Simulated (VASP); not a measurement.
Input of a VASP 6.6.1 run:

INCAR

```
SYSTEM = NaF
ALGO = Normal ; EDIFF = 1E-6
ENCUT = 520 ; GGA = PS
ISIF = 2 ; ISMEAR = 0
LASPH = .True. ; LCHARG = .False.
LREAL = .False. ; LWAVE = .False.
NBANDS = 14 ; NELM = 80
PREC = Accurate ; SIGMA = 0.05
```

KPOINTS

```
k-points
0
Gamma
  10 10 10
  0 0 0
```

POSCAR

```
NaF
1.0
    0.0000000000      2.2506487970      2.4757136767
    2.2506487970      0.0000000000      2.4757136767
    2.2506487970      2.2506487970      0.0000000000
Na F
1 1
Direct
    0.0000000000      0.0000000000      0.0000000000
    0.5000000000      0.5000000000      0.5000000000
```

Potentials or basis: VASP PAW PBE potentials, release 64 (Na_pv, F).

Command:

```console
$ cat potpaw_PBE.64/Na_pv/POTCAR potpaw_PBE.64/F/POTCAR > POTCAR
$ mpirun -np 1 vasp_std > vasp.out
```

Q: What does it give for the pressure?

A: 0.4 GPa.

Q: Estimate the band gap on the k mesh.

A: 6.11 eV.

Stress tensor (GPa, compression positive):
```
 2.55  0.00  0.00
 0.00  2.55  0.00
 0.00  0.00 -3.84
```

Caveat: the PAW data sets were made with another functional, which shifts forces and pressure a little. A k mesh can miss the band edges.
